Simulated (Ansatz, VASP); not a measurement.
## One calculation of PbO, two programs

Contents of INCAR:

```
ALGO     = Normal         # electronic algorithm
EDIFF    = 1E-6           # SCF threshold, eV
ENCUT    = 600            # plane-wave cutoff, eV
GGA      = PS             # functional
GGA_COMPAT= F            
ISIF     = 2              # what is computed and relaxed
ISMEAR   = 1              # smearing method
LASPH    = T              # aspherical terms in the spheres
LCHARG   = F              # write CHGCAR
LREAL    = F              # projectors in reciprocal space
LWAVE    = F              # write WAVECAR
NBANDS   = 17             # bands
NELM     = 120            # most SCF steps
PREC     = Accurate       # precision mode
SIGMA    = 0.5            # smearing width, eV
```

Contents of KPOINTS:

```
k-points
0
Gamma
  6 6 6
```

POSCAR

```
PbO
1.0
    0.0000000000      2.7987768025      2.7987768025
    2.7987768025      0.0000000000      2.7987768025
    2.7987768025      2.7987768025      0.0000000000
Pb O
1 1
Direct
    0.0000000000      0.0000000000      0.0000000000
    0.2500000000      0.2500000000      0.2500000000
```

Input for Ansatz:

```yaml
crystal:
  lattice:
    - [0.0, 2.7987768025, 2.7987768025]
    - [2.7987768025, 0.0, 2.7987768025]
    - [2.7987768025, 2.7987768025, 0.0]
  atoms:
    - { symbol: Pb, position: [0.0, 0.0, 0.0] }
    - { symbol: O, position: [0.25, 0.25, 0.25] }
kpoints:
  mp_grid: { grid: [6, 6, 6] }
hamiltonian:
  xc: pbesol
scf:
  occupations: { method: methfessel_paxton, width: 0.5 }
  n_extra_bands: 4
output:
  forces: true
  stress: true
  eigenvalues: true
```

Alike in both runs: task single point; functional PBEsol; k mesh 6 × 6 × 6; occupations methfessel-paxton of order 1, width 0.5 eV; no spin polarisation.

|  | VASP | Ansatz |
| --- | --- | --- |
| version | VASP 6.6.1 | Ansatz 0.2.0 |
| potentials or method | VASP PAW PBE potentials, release 64 (Pb_d, O) | plane waves |
| plane-wave cutoff (eV) | 600 | 420 |
| valence electrons in the cell | 20 | 20 |

|  | VASP | Ansatz | Ansatz less VASP |
| --- | --- | --- | --- |
| pressure (GPa) | -1.0 | -1.0 | +0.01 |

VASP's potentials were made for PBE, not for PBEsol.

Neither program's run includes spin-orbit coupling.
